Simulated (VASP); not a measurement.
Write the native input for VASP 6.6.1 that does the following.

```yaml
Task: single point
Functional: PBE0
Potentials_or_basis: VASP PAW PBE potentials, release 64 (Ga_d, As)
Cutoff: 520 eV
k_mesh: 3 × 3 × 4
Occupations: fermi-dirac, width 0.05 eV
Spin: non-collinear spin, zero start, spin-orbit coupling
Starting_moments: "[[0.0, 0.0, 0.0], [0.0, 0.0, 0.0]] μB"
Dipole_correction: no
Grid_for_exact_exchange_PRECFOCK: Normal
Further_INCAR_settings: ALGO = Normal; EDIFF = 1e-07; NBANDS = 30
Share_of_exact_exchange: 0.25
```

GaAs:

```xyz
2
Lattice="3.8101 0.0000 0.0000 0.0000 3.8101 0.0000 0.0000 0.0000 2.7389" Properties=species:S:1:pos:R:3 pbc="T T T"
Ga    1.9051    1.9051    1.3695
As    0.0000    0.0000    1.3695
```

One way to write it, as run:

POSCAR

```
GaAs
1.0
    3.8101400000      0.0000000000      0.0000000000
    0.0000000000      3.8101400000      0.0000000000
    0.0000000000      0.0000000000      2.7389100000
Ga As
1 1
Direct
    0.5000000000      0.5000000000      0.5000000000
    0.0000000000      0.0000000000      0.5000000000
```

INCAR.step1

```
PREC = Accurate ; ENCUT = 520
EDIFF = 1E-5 ; ISMEAR = -1
SIGMA = 0.05 ; LREAL = F
LASPH = T ; NELM = 150
ALGO = Normal ; ISIF = 2
LWAVE = T ; LCHARG = F
MAGMOM = 0 0 0 0 0 0 ; LORBIT = 11
LSORBIT = T ; GGA_COMPAT = F
LORBMOM = T ; GGA = PE
NBANDS = 30
```

INCAR.step2

```
PREC = Accurate ; ENCUT = 520
EDIFF = 1E-7 ; ISMEAR = -1
SIGMA = 0.05 ; LREAL = F
LASPH = T ; NELM = 150
ALGO = Normal ; ISIF = 2
LWAVE = F ; LCHARG = F
MAGMOM = 0 0 0 0 0 0 ; LORBIT = 11
LSORBIT = T ; GGA_COMPAT = F
LORBMOM = T ; GGA = PE
LHFCALC = T ; AEXX = 0.25
PRECFOCK = Normal ; ISTART = 1
NBANDS = 30
```

KPOINTS

```
regular mesh
0
Gamma
  3 3 4
```

Potentials or basis: VASP PAW PBE potentials, release 64 (Ga_d, As).

Launch:

```console
$ cat potpaw_PBE.64/Ga_d/POTCAR potpaw_PBE.64/As/POTCAR > POTCAR
$ cp INCAR.step1 INCAR
$ mpirun -np 1 vasp_ncl > vasp.out
$ cp INCAR.step2 INCAR
$ mpirun -np 1 vasp_ncl > vasp.out
```

Results of the run:

```
Pressure                                              : -4.4 GPa
Net moment                                            : 0.00 μB per cell
Valence electrons inside the program's atomic spheres : Ga 11.51; As 2.72
```

Caveat: the k points lie up to 0.57 Å⁻¹ apart; the PAW data sets were made with another functional, which shifts forces and pressure a little.

Wall time 16 min on 1 thread of Intel(R) Xeon(R) Platinum 8375C CPU @ 2.90GHz (Ice Lake) (shared host), peak memory 0.23 GiB.
